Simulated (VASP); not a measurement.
Input of a VASP 6.6.1 run:

The input INCAR:

```
  PREC = Accurate
  ENCUT = 520
  EDIFF = 1E-6
  ISMEAR = 0
  SIGMA = 0.05
  LREAL = False
  LASPH = True
  NELM = 100
  ALGO = Normal
  ISIF = 2
  LWAVE = False
  LCHARG = False
  GGA = PS
  IVDW = 12
  NBANDS = 11
```

File KPOINTS:

```
Automatic mesh
0
Gamma
  10 10 10
```

The input POSCAR:

```
AlN
1.0
    0.0000000000      2.0079603483      2.0079603483
    2.0079603483      0.0000000000      2.0079603483
    2.0079603483      2.0079603483      0.0000000000
Al N
1 1
Direct
    0.0000000000      0.0000000000      0.0000000000
    0.5000000000      0.5000000000      0.5000000000
```

Potentials or basis: VASP PAW PBE potentials, release 64 (Al, N).

Run with:

```bash
$ cat potpaw_PBE.64/Al/POTCAR potpaw_PBE.64/N/POTCAR > POTCAR
$ mpirun -np 1 vasp_std > vasp.out
```

(1) Estimate the dispersion energy per atom.

(2) Predict the band gap on the k mesh.

Answers

(1) -0.293 eV.

(2) 4.75 eV, indirect (least direct gap 5.97 eV).
